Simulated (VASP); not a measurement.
# Si25C24 (a cell with a defect) in VASP: notebook

Si25C24 (a cell with a defect) is run at these levels: PBE; tasks: single point, relaxation of the atoms.

All numbers are computed with VASP 6.6.1; they aren't measurements. Logs are shortened: lines on timing, memory, paths and dates and some standing lists are left out, and cuts for length are marked.

## 1. The cell of the first run

The cell holds a defect, 49 atoms: a = 7.999 Å, b = 7.999 Å, c = 7.999 Å, α = 84.05°, β = 84.05°, γ = 84.05°.

## 2. Single point, PBE, collinear spin (with an interstitial atom, then relaxed in part)

The input, INCAR:

```
SYSTEM = Si25C24
PREC = Accurate
ENCUT = 520
EDIFF = 1E-6
ISMEAR = 0
SIGMA = 0.01
LREAL = Auto
LASPH = .TRUE.
NELM = 200
ALGO = Normal
ISIF = 2
LWAVE = .FALSE.
LCHARG = .FALSE.
ISPIN = 2
MAGMOM = 0 0 0 0 0.1 0 0 0 0.1 0 0 0.1 0 0.1 0 0 0 0 0.1 0 0 0.1 0 0 0.1 0 0 0 0 0 0 0 0 0 0 0 0 0 0 0 0 0.1 0 0 0 0 0 0.1 0.1
LORBIT = 11
GGA = PE
NBANDS = 132
NELECT = 195.0
GGA_COMPAT = .FALSE.
KPAR = 2
NCORE = 2
```

The input, KPOINTS:

```
Automatic mesh
0
Gamma
  2 2 2
  0.5 0.5 0.5
```

The input, POSCAR:

```
Si25C24
1.0
    3.0919365161      5.3553911397      5.0742922929
   -6.1838730322      0.0000000000      5.0742922929
    3.0919365161     -5.3553911397      5.0742922929
Si C
25 24
Direct
    0.3337803634      0.6643403569      0.5014689392
    0.6653385128      0.9980728871      0.8293937699
    0.5019175299      0.8316137497      0.1682412061
    0.5014689392      0.3337803634      0.6643403569
    0.3573075420      0.1741907834      0.9917430977
    0.6643403569      0.5014689392      0.3337803634
    0.9980728871      0.8293937699      0.6653385128
    0.8293937699      0.6653385128      0.9980728871
    0.1741907834      0.9917430977      0.3573075420
    0.8316137497      0.1682412061      0.5019175299
    0.1682412061      0.5019175299      0.8316137497
    0.9917430977      0.3573075420      0.1741907834
    0.5001867122      0.6659872126      0.8320962993
    0.8241027010      0.9923723925      0.1595911617
    0.6659872126      0.8320962993      0.5001867122
    0.6667673686      0.3345575789      0.9972994522
    0.5016913483      0.1669132965      0.3339896681
    0.8320962993      0.5001867122      0.6659872126
    0.1595911617      0.8241027010      0.9923723925
    0.9972994522      0.6667673686      0.3345575789
    0.3345575789      0.9972994522      0.6667673686
    0.9923723925      0.1595911617      0.8241027010
    0.3339896681      0.5016913483      0.1669132965
    0.1669132965      0.3339896681      0.5016913483
    0.0884217107      0.0884217107      0.0884217107
    0.4584674641      0.7906780112      0.6247718396
    0.7832776853      0.1261111843      0.9541813848
    0.6218353868      0.9576482077      0.2932107794
    0.6247718396      0.4584674641      0.7906780112
    0.4613144704      0.2946305996      0.1271685146
    0.7906780112      0.6247718396      0.4584674641
    0.1261111843      0.9541813848      0.7832776853
    0.9541813848      0.7832776853      0.1261111843
    0.2946305996      0.1271685146      0.4613144704
    0.9576482077      0.2932107794      0.6218353868
    0.2932107794      0.6218353868      0.9576482077
    0.1271685146      0.4613144704      0.2946305996
    0.2924024664      0.4563747545      0.6258678099
    0.6224813735      0.7926583152      0.9577861153
    0.4563747545      0.6258678099      0.2924024664
    0.4607319344      0.1240634194      0.7853281190
    0.2916647145      0.9591928214      0.1262114325
    0.6258678099      0.2924024664      0.4563747545
    0.9577861153      0.6224813735      0.7926583152
    0.7853281190      0.4607319344      0.1240634194
    0.1240634194      0.7853281190      0.4607319344
    0.7926583152      0.9577861153      0.6224813735
    0.1262114325      0.2916647145      0.9591928214
    0.9591928214      0.1262114325      0.2916647145
```

Potentials or basis: VASP PAW PBE potentials, release 64 (Si, C).

Launch:

```bash
cat potpaw_PBE.64/Si/POTCAR potpaw_PBE.64/C/POTCAR > POTCAR
mpirun -np 4 vasp_std > vasp.out
```

OUTCAR:

```text
SYSTEM = Si25C24
   PREC = Accurate
   ENCUT = 520
   EDIFF = 1E-6
   ISMEAR = 0
   LREAL = Auto
   LASPH = .TRUE.
   NELM = 200
   ISIF = 2
   ISPIN = 2
   LORBIT = 11
   GGA = PE
   NELECT = 195.0

 ion  position               nearest neighbor table
   1  0.334  0.664  0.501-  40 1.89  46 1.89  38 1.89  26 1.90   9 2.97  11 3.06   4 3.07   6 3.07
                            24 3.08  13 3.08   7 3.09  23 3.09  21 3.09  15 3.10   3 3.10  20 3.12
   2  0.665  0.998  0.829-  41 1.88  27 1.88  39 1.89  47 1.89   5 2.96  22 3.03  14 3.04  10 3.07
                            21 3.07  15 3.07  13 3.08   8 3.09   7 3.09   4 3.09   3 3.12  16 3.13
   3  0.502  0.832  0.168-  40 1.88  28 1.88  39 1.89  42 1.92  14 2.99   6 3.06   8 3.07  15 3.08
                            23 3.08   1 3.10   9 3.11  17 3.11   2 3.12   5 3.12  13 3.12
   4  0.501  0.334  0.664-  38 1.89  41 1.89  43 1.89  29 1.90   5 2.97  10 3.06   1 3.07   6 3.07
                            17 3.08  18 3.08   2 3.09  24 3.09  16 3.09  13 3.10  11 3.10  21 3.12
   5  0.357  0.174  0.992-  41 1.83  30 1.83  48 2.01  42 2.02  25 2.36  16 2.91   2 2.96   4 2.97
                            17 3.07  23 3.08  11 3.11  21 3.12   3 3.12
   6  0.664  0.501  0.334-  43 1.89  45 1.89  40 1.89  31 1.90  12 2.97   3 3.06   4 3.07   1 3.07
                            23 3.08  15 3.08   8 3.09  17 3.09  20 3.09  18 3.10  10 3.10  16 3.12
   7  0.998  0.829  0.665-  46 1.88  32 1.88  47 1.89  44 1.89   9 2.96  19 3.03  22 3.04  11 3.07
                            20 3.07  18 3.07  15 3.08   2 3.09   8 3.09   1 3.09  10 3.12  21 3.13
   8  0.829  0.665  0.998-  45 1.88  33 1.88  44 1.89  39 1.89  12 2.96  14 3.03  19 3.04   3 3.07
                            16 3.07  13 3.07  18 3.08   2 3.09   7 3.09   6 3.09  11 3.12  20 3.13
   9  0.174  0.992  0.357-  46 1.83  34 1.83  42 2.01  49 2.02  25 2.36  21 2.91   7 2.96   1 2.97
[... 47 lines left out ...]
  40  0.456  0.626  0.292-   3 1.88   1 1.89  23 1.89   6 1.89
  41  0.461  0.124  0.785-   5 1.83   2 1.88  21 1.89   4 1.89
  42  0.292  0.959  0.126-  25 1.87   3 1.92   9 2.01   5 2.02  19 2.03
  43  0.626  0.292  0.456-  10 1.88   6 1.89  17 1.89   4 1.89
  44  0.958  0.622  0.793-   8 1.89  11 1.89   7 1.89  18 1.90
  45  0.785  0.461  0.124-  12 1.83   8 1.88  16 1.89   6 1.89
  46  0.124  0.785  0.461-   9 1.83   7 1.88  20 1.89   1 1.89
  47  0.793  0.958  0.622-   7 1.89  10 1.89   2 1.89  15 1.90
  48  0.126  0.292  0.959-  25 1.87  11 1.92   5 2.01  12 2.02  22 2.03
  49  0.959  0.126  0.292-  25 1.87  10 1.92  12 2.01   9 2.02  14 2.03

  LATTYP: Found a trigonal (rhomboedric) cell.
 ALAT       =     7.9992954660
 COS(alpha) =     0.1035854227

  Lattice vectors:

 A1 = (   3.0919365161,   5.3553911397,   5.0742922929)
 A2 = (  -6.1838730322,   0.0000000000,   5.0742922929)
 A3 = (   3.0919365161,  -5.3553911397,   5.0742922929)

Analysis of symmetry for initial positions (statically):
=====================================================================
 Subroutine PRICEL returns:
 Original cell was already a primitive cell.

 Routine SETGRP: Setting up the symmetry group for a
 trigonal (rhombohedral) supercell.

 Subroutine GETGRP returns: Found  3 space group operations
 (whereof  3 operations were pure point group operations)
 out of a pool of 12 trial point group operations.

The static configuration has the point symmetry C_3 .

Analysis of symmetry for dynamics (positions and initial velocities):
=====================================================================
 Subroutine PRICEL returns:
 Original cell was already a primitive cell.

 Routine SETGRP: Setting up the symmetry group for a
 trigonal (rhombohedral) supercell.

 Subroutine GETGRP returns: Found  3 space group operations
 (whereof  3 operations were pure point group operations)
 out of a pool of 12 trial point group operations.

The dynamic configuration has the point symmetry C_3 .

Analysis of structural, dynamic, and magnetic symmetry:
[... 49 lines left out ...]
  ---------------------------------------------------
  free energy    TOTEN  =      -367.61812426 eV

  energy without entropy =     -367.61812418  energy(sigma->0) =     -367.61812422

 E-fermi :  11.0623     XC(G=0): -11.3903

 val. band max:       11.0302652685   @ k =   0.2500   0.2500   0.2500
 cond. band min:      11.0935486827   @ k =   0.2500   0.2500   0.2500
 fundamental gap:      0.0632834142
 Fermi energy:        11.0622529054

 spin component 1

 k-point     1 :       0.2500    0.2500    0.2500
  band No.  band energies     occupation
      1      -7.3826      1.00000
      2      -6.2689      1.00000
      3      -5.8527      1.00000
      4      -5.7716      1.00000
      5      -5.2075      1.00000
      6      -5.0687      1.00000
[... 213 lines left out ...]
    108      12.4849      0.00000
    109      12.5353      0.00000
 Fermi energy:        11.0622529054

 spin component 2

 k-point     1 :       0.2500    0.2500    0.2500
  band No.  band energies     occupation
      1      -7.3594      1.00000
      2      -6.2551      1.00000
      3      -5.8363      1.00000
      4      -5.7554      1.00000
      5      -5.1964      1.00000
      6      -5.0536      1.00000
[... 213 lines left out ...]
    108      12.5165      0.00000
    109      12.5610      0.00000
 [bands above 109 left out]

------------------------ aborting loop because EDIFF is reached ----------------------------------------

  FORCE on cell =-STRESS in cart. coord.  units (eV):
  Direction    XX          YY          ZZ          XY          YZ          ZX
  --------------------------------------------------------------------------------------
  -------------------------------------------------------------------------------------
  Total        2.6505073      2.6505073      9.7967962     -0.0000000      0.0000000      0.0000000
  in kB        8.4234712      8.4234712     31.1348058     -0.0000001      0.0000000      0.0000000
  external PRESSURE =      15.9939161 kB  Pullay stress =       0.0000000 kB

 VOLUME and BASIS-vectors are now :
 -----------------------------------------------------------------------------
  energy-cutoff  :      520.00
  volume of cell :      504.14
      direct lattice vectors                 reciprocal lattice vectors
     3.091936516  5.355391140  5.074292293     0.053903651  0.093363862  0.065690606
    -6.183873032  0.000000000  5.074292293    -0.107807302  0.000000000  0.065690606
     3.091936516 -5.355391140  5.074292293     0.053903651 -0.093363862  0.065690606

 POSITION                                       TOTAL-FORCE (eV/Angst)
 -----------------------------------------------------------------------------------
     -1.52566     -0.89804      7.60936        -0.001194     -0.001973      0.005746
     -1.55034     -0.87858     12.64922        -0.001148      0.001399     -0.001871
     -3.07051      1.78697      7.62043        -0.005801     -0.004093     -0.005194
      1.54055     -0.87224      7.60936         0.002306     -0.000048      0.005746
      3.09401     -3.39765      7.72937        -0.001263     -0.009346      0.009171
     -0.01489      1.77028      7.60936        -0.001112      0.002021      0.005746
[... 41 lines left out ...]
      1.55238     -4.46094      6.98765         0.002817     -0.001489     -0.020849
      3.08710      3.57487      6.98765        -0.000119      0.003184     -0.020849
 -----------------------------------------------------------------------------------
    total drift:                                0.000000     -0.000000     -0.036325

  FREE ENERGIE OF THE ION-ELECTRON SYSTEM (eV)
  ---------------------------------------------------
  free  energy   TOTEN  =      -367.6181242637 eV

  energy  without entropy=     -367.6181241839  energy(sigma->0) =     -367.61812422

 total charge

# of ion       s       p       d       tot
------------------------------------------
    1        0.706   0.953   0.000   1.659
    2        0.707   0.958   0.000   1.664
    3        0.708   0.938   0.000   1.646
    4        0.706   0.953   0.000   1.659
    5        0.717   0.948   0.000   1.664
    6        0.706   0.953   0.000   1.659
[... 41 lines left out ...]
   48        0.845   1.639   0.000   2.483
   49        0.845   1.639   0.000   2.483
--------------------------------------------------
tot         37.964  64.437   0.000 102.401

 magnetization (x)

# of ion       s       p       d       tot
------------------------------------------
    1        0.003   0.003   0.000   0.006
    2        0.004   0.003   0.000   0.007
    3        0.000   0.003   0.000   0.003
    4        0.003   0.003   0.000   0.006
    5        0.003   0.009   0.000   0.012
    6        0.003   0.003   0.000   0.006
[... 41 lines left out ...]
   48        0.005   0.000   0.000   0.005
   49        0.005   0.000   0.000   0.005
--------------------------------------------------
tot          0.079   0.044   0.000   0.123
```

It took 2.1 min on 4 MPI ranks of AMD EPYC 7R13 (Zen 3), shared host; peak memory 0.43 GiB.

Results:

* Free energy: -367.6181 eV
* Largest force: 0.027 eV/Å
* Net moment: 0.50 μB per cell
* Valence electrons inside the program's atomic spheres: Si 1.66, 1.65, 1.63, 1.67, 1.83 (each value once); C 2.54, 2.53, 2.55, 2.56, 2.48 (each value once)

Forces in eV/Å, atoms in the order of the input:
```
Si  -0.001 -0.002  0.006
Si  -0.001  0.001 -0.002
Si  -0.006 -0.004 -0.005
Si   0.002  0.000  0.006
Si  -0.001 -0.009  0.009
Si  -0.001  0.002  0.006
Si   0.002  0.000 -0.002
Si  -0.001 -0.002 -0.002
Si  -0.007  0.006  0.009
Si  -0.001  0.007 -0.005
Si   0.006 -0.003 -0.005
Si   0.009  0.004  0.009
Si   0.001  0.005 -0.002
Si   0.000  0.003  0.011
Si   0.004 -0.003 -0.002
Si  -0.010 -0.003  0.002
Si  -0.002  0.001  0.002
Si  -0.004 -0.002 -0.002
Si  -0.002 -0.002  0.011
Si   0.008 -0.007  0.002
Si   0.002  0.010  0.002
Si   0.002 -0.001  0.011
Si   0.000 -0.002  0.002
Si   0.002  0.001  0.002
Si   0.000  0.000  0.027
C   -0.005 -0.002  0.002
C    0.009  0.001  0.006
C   -0.003  0.003  0.001
C    0.005 -0.003  0.002
C   -0.001  0.001  0.000
C    0.001  0.006  0.002
C   -0.004 -0.008  0.006
C   -0.005  0.007  0.006
C    0.001  0.001  0.000
C    0.004  0.001  0.001
C   -0.001 -0.004  0.001
C    0.000 -0.001  0.000
C   -0.002  0.002 -0.003
C    0.003  0.008 -0.006
C    0.002  0.001 -0.003
C    0.001  0.009 -0.009
C   -0.003 -0.002 -0.021
C   -0.001 -0.002 -0.003
C   -0.009 -0.002 -0.006
C   -0.009 -0.003 -0.009
C    0.007 -0.006 -0.009
C    0.006 -0.007 -0.006
C    0.003 -0.001 -0.021
C    0.000  0.003 -0.021
```

Levels at points of the mesh, in eV from the Fermi level:
Spin up:
| k point | band 95 | band 96 | band 97 | band 98 | band 99 | band 100 | band 101 | band 102 |
| --- | --- | --- | --- | --- | --- | --- | --- | --- |
| (0.25, 0.25, 0.25) | -2.99 | -2.99 | -1.67 | -0.19 | -0.03 | -0.03 | 0.03 | 0.44 |
Spin down:
```tsv
k point	band 94	band 95	band 96	band 97	band 98	band 99	band 100	band 101
(0.25, 0.25, 0.25)	-3.85	-2.99	-2.98	-1.66	-0.17	0.05	0.06	0.06
```

Caveat: the k points lie up to 0.40 Å⁻¹ apart; the cell carries a net charge on a neutralising background, which shifts energy and pressure; the cell differs from its parent crystal (with an interstitial atom, then relaxed in part); the cell is charged against a uniform background, so pressure and absolute levels hang on convention.

[end of part 1 of 2]
